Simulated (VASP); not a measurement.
# AlGeO3 (R-3c) in VASP: relaxation of the atoms with PBE

Aim: the relaxation of the atoms of AlGeO3 with PBE.

Everything below comes from runs of VASP 6.6.1. Logs are shortened: lines on timing, memory, paths and dates and some standing lists are left out, and cuts for length are marked.

**1. The cell of the first run**

The structure is trigonal, space group R-3c (No. 167). Conventional cell: a = 4.969 Å, b = 4.969 Å, c = 12.095 Å, α = 90.00°, β = 90.00°, γ = 120.00°. Within 2.3 Å of O (site symmetry 2) lie 2 Al at 1.77 Å and 1 Ge at 2.26 Å. Within 3.1 Å of Ge (site symmetry 32) lie 12 O at 2.26 to 2.70 Å and 8 Al at 3.02 to 3.04 Å. Al (site symmetry -3) has 6 O at 1.77 Å within 2.3 Å.

**2. Relaxation of the atoms, PBE**

The input, INCAR:

```
SYSTEM = AlGeO3
  PREC = Accurate
  ENCUT = 520
  EDIFF = 1E-6
  ISMEAR = -1
  SIGMA = 0.0328
  LREAL = .FALSE.
  LASPH = .TRUE.
  NELM = 100
  ALGO = Normal
  ISIF = 2
  LWAVE = .FALSE.
  LCHARG = .FALSE.
  GGA = PE
  IBRION = 2
  NSW = 60
  EDIFFG = -0.01
```

The input, KPOINTS:

```
Automatic mesh
0
G
  5 5 5
  0 0 0
```

The input, POSCAR:

```
AlGeO3
1.0
    2.4845640000      1.4344680000      4.0317490000
   -2.4845640000      1.4344680000      4.0317490000
    0.0000000000     -2.8689260000      4.0317490000
O Ge Al
6 2 2
Direct
    0.7943000000      0.7057000000      0.2500000000
    0.2500000000      0.7943000000      0.7057000000
    0.7057000000      0.2500000000      0.7943000000
    0.2057000000      0.2943000000      0.7500000000
    0.7500000000      0.2057000000      0.2943000000
    0.2943000000      0.7500000000      0.2057000000
    0.2500000000      0.2500000000      0.2500000000
    0.7500000000      0.7500000000      0.7500000000
    0.0000000000      0.0000000000      0.0000000000
    0.5000000000      0.5000000000      0.5000000000
```

Potentials or basis: VASP PAW PBE potentials, release 64 (O, Ge_d, Al).

Launch:

```sh
> cat potpaw_PBE.64/O/POTCAR potpaw_PBE.64/Ge_d/POTCAR potpaw_PBE.64/Al/POTCAR > POTCAR
> mpirun -np 1 vasp_std > vasp.out
```

OUTCAR:

```text
SYSTEM = AlGeO3
   PREC = Accurate
   ENCUT = 520
   EDIFF = 1E-6
   ISMEAR = -1
   LREAL = .FALSE.
   LASPH = .TRUE.
   NELM = 100
   ISIF = 2
   GGA = PE
   IBRION = 2
   NSW = 60
   EDIFFG = -0.01

 ion  position               nearest neighbor table
   1  0.794  0.706  0.250-   9 1.77  10 1.77   7 2.26
   2  0.250  0.794  0.706-  10 1.77   9 1.77   7 2.26
   3  0.706  0.250  0.794-   9 1.77  10 1.77   7 2.26
   4  0.206  0.294  0.750-   9 1.77  10 1.77   8 2.26
   5  0.750  0.206  0.294-  10 1.77   9 1.77   8 2.26
   6  0.294  0.750  0.206-   9 1.77  10 1.77   8 2.26
   7  0.250  0.250  0.250-   1 2.26   2 2.26   3 2.26   9 3.02  10 3.02   9 3.04   9 3.04  10 3.04
                            10 3.04   9 3.04  10 3.04
   8  0.750  0.750  0.750-   4 2.26   5 2.26   6 2.26   9 3.02  10 3.02  10 3.04  10 3.04   9 3.04
                             9 3.04  10 3.04   9 3.04
   9  0.000  0.000  0.000-   3 1.77   6 1.77   5 1.77   2 1.77   1 1.77   4 1.77   7 3.02   8 3.02
                             8 3.04   8 3.04   7 3.04   7 3.04   8 3.04   7 3.04
  10  0.500  0.500  0.500-   2 1.77   5 1.77   3 1.77   6 1.77   1 1.77   4 1.77   7 3.02   8 3.02
                             7 3.04   7 3.04   8 3.04   8 3.04   7 3.04   8 3.04

  LATTYP: Found a trigonal (rhomboedric) cell.
 ALAT       =     4.9483064166
 COS(alpha) =     0.4957830235

  Lattice vectors:

 A1 = (   2.4845640000,   1.4344680000,   4.0317490000)
 A2 = (  -2.4845640000,   1.4344680000,   4.0317490000)
 A3 = (   0.0000000000,  -2.8689260000,   4.0317490000)

Analysis of symmetry for initial positions (statically):
=====================================================================
 Subroutine PRICEL returns:
 Original cell was already a primitive cell.

 Routine SETGRP: Setting up the symmetry group for a
 trigonal (rhombohedral) supercell.

 Subroutine GETGRP returns: Found 12 space group operations
 (whereof  6 operations were pure point group operations)
 out of a pool of 12 trial point group operations.

The static configuration has the point symmetry S_6 .
 The point group associated with its full space group is D_3d.

Analysis of symmetry for dynamics (positions and initial velocities):
=====================================================================
 Subroutine PRICEL returns:
 Original cell was already a primitive cell.

 Routine SETGRP: Setting up the symmetry group for a
 trigonal (rhombohedral) supercell.

 Subroutine GETGRP returns: Found 12 space group operations
 (whereof  6 operations were pure point group operations)
 out of a pool of 12 trial point group operations.

The dynamic configuration has the point symmetry S_6 .
 The point group associated with its full space group is D_3d.

 Subroutine INISYM returns: Found 12 space group operations
 (whereof  6 operations are pure point group operations),
 and found     1 'primitive' translations

----------------------------------------------------------------------------------------

                                     Primitive cell

  volume of cell :      86.2154

  direct lattice vectors                    reciprocal lattice vectors
     2.484564000  1.434468000  4.031749000     0.201242552  0.116187363  0.082677008
    -2.484564000  1.434468000  4.031749000    -0.201242552  0.116187363  0.082677008
     0.000000000 -2.868926000  4.031749000     0.000000000 -0.232374726  0.082677297

  length of vectors
     4.948308470  4.948308470  4.948306417     0.246644594  0.246644594  0.246644579

  position of ions in fractional coordinates (direct lattice)
     0.794300000  0.705700000  0.250000000
     0.250000000  0.794300000  0.705700000
     0.705700000  0.250000000  0.794300000
     0.205700000  0.294300000  0.750000000
     0.750000000  0.205700000  0.294300000
     0.294300000  0.750000000  0.205700000
     0.250000000  0.250000000  0.250000000
     0.750000000  0.750000000  0.750000000
     0.000000000  0.000000000  0.000000000
     0.500000000  0.500000000  0.500000000

  ion indices of the primitive-cell ions
   primitive index   ion index
                 1           1
                 2           2
                 3           3
                 4           4
                 5           5
                 6           6
                 7           7
                 8           8
                 9           9
                10          10

----------------------------------------------------------------------------------------

 KPOINTS: Automatic mesh

Automatic generation of k-mesh.
 Grid dimensions read from file:
 generate k-points for:    5    5    5

 Generating k-lattice:

  Cartesian coordinates                     Fractional coordinates (reciprocal lattice)
     0.040248510  0.023237473  0.016535402     0.200000000 -0.000000000  0.000000000
    -0.040248510  0.023237473  0.016535402    -0.000000000  0.200000000  0.000000000
     0.000000000 -0.046474945  0.016535459     0.000000000  0.000000000  0.200000000

  Length of vectors
     0.049328919  0.049328919  0.049328916

  Shift w.r.t. Gamma in fractional coordinates (k-lattice)
     0.000000000  0.000000000  0.000000000

 Subroutine IBZKPT returns following result:
 ===========================================

 Found     19 irreducible k-points:

 Following reciprocal coordinates:
            Coordinates               Weight
  0.000000  0.000000  0.000000      1.000000
  0.200000 -0.000000  0.000000      6.000000
  0.400000 -0.000000  0.000000      6.000000
  0.200000  0.200000  0.000000      6.000000
  0.400000  0.200000  0.000000     12.000000
 -0.400000  0.200000  0.000000     12.000000
[... 11 lines left out ...]
  0.400000  0.400000  0.400000      2.000000
 -0.400000  0.400000  0.400000      6.000000
   k-points           NKPTS =     19   k-points in BZ     NKDIM =     19   number of bands    NBANDS=     42
   number of dos      NEDOS =    301   number of ions     NIONS =     10
   total plane-waves  NPLWV =  64000
   dimension x,y,z NGX =    40 NGY =   40 NGZ =   40
   dimension x,y,z NGXF=    80 NGYF=   80 NGZF=   80
   ions per type =               6   2   2
   NGX,Y,Z   is equivalent  to a cutoff of  13.44, 13.44, 13.44 a.u.
   NGXF,Y,Z  is equivalent  to a cutoff of  26.88, 26.88, 26.88 a.u.
 SYSTEM =  AlGeO3
   PREC   = accura    normal or accurate (medium, high low for compatibility)
   ISTART =      0    job   : 0-new  1-cont  2-samecut
   ICHARG =      2    charge: 1-file 2-atom 10-const
   ISPIN  =      1    spin polarized calculation?
   LNONCOLLINEAR =      F non collinear calculations
   LSORBIT =      F    spin-orbit coupling
   LASPH  =      T    aspherical Exc in radial PAW
   ENCUT  =  520.0 eV  38.22 Ry    6.18 a.u.   9.20  9.20  9.20*2*pi/ulx,y,z
   NELM   =    100;   NELMIN=  2; NELMDL= -5     # of ELM steps
   EDIFF  = 0.1E-05   stopping-criterion for ELM
   LREAL  =      F    real-space projection
   EDIFFG = -.1E-01   stopping-criterion for IOM
   NSW    =     60    number of steps for IOM
   IBRION =      2    ionic relax: 0-MD 1-quasi-New 2-CG
   NFREE  =      1    steps in history (QN), initial steepest desc. (CG)
   ISIF   =      2    stress and relaxation
   ISYM   =      2    0-nonsym 1-usesym 2-fastsym
   POTIM  = 0.5000    time-step for ionic-motion
   TEBEG  =    0.0;   TEEND  =   0.0 temperature during run
   PSTRESS=    0.0 pullay stress
   NELECT =      70.0000    total number of electrons
   NUPDOWN=      -1.0000    fix difference up-down
   EMIN   =  10.00;   EMAX   =-10.00  energy-range for DOS
   EFERMI =   0.00;   METHOD = LEGACY
   ISMEAR =    -1;   SIGMA  =   0.03  broadening in eV -4-tet -1-fermi 0-gaus
   EFERMI_NEDOS =   21; number of points for ismear=-14 and -15
   IALGO  =     38    algorithm
   IMIX   =      4    mixing-type and parameters
     AMIX     =   0.40;   BMIX     =  1.00
     AMIX_MAG =   1.60;   BMIX_MAG =  1.00
  volume/ion in A,a.u.               =       8.62        58.18
  Fermi-wavevector in a.u.,A,eV,Ry     =   1.527259  2.886100 31.735846  2.332519
  Thomas-Fermi vector in A             =   2.635179
   LORBIT       =      0    0 simple, 1 ext, 2 COOP (PROOUT), +10 PAW based schemes
   GGA     = PE    functional components
   LHFCALC =     F    Hartree Fock is set to
   AEXX    =    0.0000 exact exchange contribution
   IVDW    =     0    specifies the selected vdW correction
   LEPSILON=     F    determine dielectric tensor
   LRPA    =     F    only Hartree local field effects (RPA)
 conjugate gradient relaxation of ions
 non-spin polarized calculation
  energy-cutoff  :      520.00
  volume of cell :       86.22
 maximum number of plane-waves:      2334
 NGX is ok and might be reduce to    40
   NGX = 19   NGY = 19   NGZ = 19

--------------------------------------- Ionic step        1  -------------------------------------------

 number of electron      69.9999987 magnetization

 Free energy of the ion-electron system (eV)
  ---------------------------------------------------
  ext. energy  EPLUGINS =         0.00000000
  ---------------------------------------------------
  free energy    TOTEN  =       -61.07178529 eV

  energy without entropy =      -61.05145929  energy(sigma->0) =      -61.06162229

------------------------ aborting loop because EDIFF is reached ----------------------------------------

  FORCE on cell =-STRESS in cart. coord.  units (eV):
  Direction    XX          YY          ZZ          XY          YZ          ZX
  --------------------------------------------------------------------------------------
  -------------------------------------------------------------------------------------
  Total       18.3351264     18.3351512     20.2283052     -0.0000000      0.0000167      0.0000000
  in kB      340.7294791    340.7299410    375.9112291     -0.0000000      0.0003108      0.0000000
  external PRESSURE =     352.4568831 kB  Pullay stress =       0.0000000 kB
[... 249 lines left out ...]
  energy  without entropy=      -63.4963705247  energy(sigma->0) =      -63.50555185

--------------------------------------- Ionic step        7  -------------------------------------------

 number of electron      69.9999988 magnetization

 Free energy of the ion-electron system (eV)
  ---------------------------------------------------
  ext. energy  EPLUGINS =         0.00000000
  ---------------------------------------------------
  free energy    TOTEN  =       -63.51554334 eV

  energy without entropy =      -63.49714779  energy(sigma->0) =      -63.50634557

 E-fermi :   9.5434     XC(G=0): -12.4879

 val. band max:        9.5422785232   @ k =  -0.4000   0.4000   0.0000
 cond. band min:       9.5670320286   @ k =   0.4000   0.2000   0.0000
 fundamental gap:      0.0247535053
 Fermi energy:         9.5434488305

 k-point     1 :       0.0000    0.0000    0.0000
  band No.  band energies     occupation
      1     -16.4120      2.00000
      2     -16.3675      2.00000
      3     -16.3464      2.00000
      4     -16.3464      2.00000
      5     -16.3351      2.00000
      6     -16.3351      2.00000
[... 881 lines left out ...]
  FREE ENERGIE OF THE ION-ELECTRON SYSTEM (eV)
  ---------------------------------------------------
  free  energy   TOTEN  =       -63.5155433397 eV

  energy  without entropy=      -63.4971477924  energy(sigma->0) =      -63.50634557

 reached required accuracy - stopping structural energy minimisation
```

It took 12 min on 1 thread of Intel Xeon 8259CL, shared host; peak memory 0.25 GiB.

What came out:

| Item | Value |
| --- | --- |
| Free energy | -63.5155 eV |
| Energy gained by relaxing | 244.4 meV/atom |
| Ionic steps | 7 |
| Pressure after relaxing | 31.6 GPa |
| Largest force after relaxing | 0.003 eV/Å |
| Band gap on the k mesh | zero (bands 35 and 36 overlap by 0.98 eV) |

Forces in eV/Å, atoms in the order of the input:
```
O    0.003  0.000  0.000
O   -0.002  0.003  0.000
O   -0.002 -0.003  0.000
O   -0.003  0.000  0.000
O    0.002 -0.003  0.000
O    0.002  0.003  0.000
Ge   0.000  0.000  0.000
Ge   0.000  0.000  0.000
Al   0.000  0.000  0.000
Al   0.000  0.000  0.000
```

The path:
```tsv
step	energy change (eV)	largest force (eV/Å)	pressure (GPa)
1	0.0000	1.7967	35.25
2	-0.9479	1.7825	32.78
3	-2.3925	0.5125	32.51
4	-2.4208	0.3143	31.03
5	-2.4436	0.0255	31.51
6	-2.4429	0.0623	31.65
7	-2.4438	0.0032	31.55
```

Final structure:
```
O Ge Al
1.0
     2.48456    1.43447    4.03175
    -2.48456    1.43447    4.03175
     0.00000   -2.86893    4.03175
O Ge Al
6 2 2
Direct
  0.85715 0.64285 0.25000
  0.25000 0.85715 0.64285
  0.64285 0.25000 0.85715
  0.14285 0.35715 0.75000
  0.75000 0.14285 0.35715
  0.35715 0.75000 0.14285
  0.25000 0.25000 0.25000
  0.75000 0.75000 0.75000
  0.00000 0.00000 0.00000
  0.50000 0.50000 0.50000
```

Levels at points of the mesh, in eV from the Fermi level:
```tsv
k point	band 31	band 32	band 33	band 34	band 35	band 36	band 37	band 38	band 39	band 40
(0.00, 0.00, 0.00)	-3.36	-3.20	-3.20	-2.63	-1.47	-0.42	4.05	5.92	7.17	7.17
```

The gap in the log of VASP goes by the Fermi energy; the results here count the filled bands.